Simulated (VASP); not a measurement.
# Pb: electric field gradients with PBEsol

Crystal: Pb.

```
Pb
1.0
     3.48000    0.00000    0.00000
    -1.74000    3.01377    0.00000
     0.00000    0.00000    5.59000
Pb
2
Cartesian
  0.0000 2.0092 1.3975
  1.7400 1.0046 4.1925
```

This isn't the form of Pb at room conditions, which is fcc.

```
Program                : VASP 6.6.1
Task                   : electric field gradients
Functional             : PBEsol
Potentials or basis    : VASP PAW PBE potentials, release 64 (Pb_d)
Cutoff                 : 520 eV
k mesh                 : 14 × 14 × 8
Occupations            : fermi-dirac, width 0.08 eV
Spin                   : no spin polarisation
Dipole correction      : no
Further INCAR settings : ALGO = Normal; EDIFF = 1e-08; NBANDS = 21
```

The pressure is 0.9 GPa, the band gap on the k mesh is zero (bands 14 and 15 overlap by 7.43 eV) and the largest electric field gradient by atom is Pb -50.5 V/Å².

Stress tensor (GPa, compression positive):
```
0.30 0.00 0.00
0.00 0.30 0.00
0.00 0.00 2.14
```

Levels at points of the mesh, in eV from the Fermi level:
```tsv
k point	band 10	band 11	band 12	band 13	band 14	band 15	band 16	band 17	band 18	band 19
(0.00, 0.00, 0.00)	-16.68	-11.96	-7.98	-4.30	5.60	5.60	7.51	7.51	8.18	8.80
(0.50, 0.00, 0.00)	-16.66	-8.40	-7.14	-2.89	-1.40	-0.51	1.80	1.98	5.81	6.18
(0.00, 0.00, 0.50)	-16.75	-10.68	-10.68	1.04	1.04	6.51	6.51	6.51	6.51	9.25
(0.50, 0.00, 0.50)	-16.67	-7.54	-7.54	-3.81	-3.81	3.45	3.45	3.79	3.79	6.99
```

Electric field gradients, principal values (V/Å²):
| atom | least | middle | greatest (by size) |
| --- | --- | --- | --- |
| 1 Pb | 25.247 | 25.247 | -50.494 |
| 2 Pb | 25.247 | 25.247 | -50.494 |

It took 67 s on 1 thread of AMD EPYC 9R45 96-Core Processor (Zen 5), on a shared host, peak memory 0.23 GiB.

Caveat: without QUAD_EFG the Cq values of the log hold for a quadrupole moment of 1 mb, not for the nuclei; the PAW data sets were made with another functional, which shifts forces and pressure a little; spin-orbit coupling is left out, which moves the levels of the heavy elements.
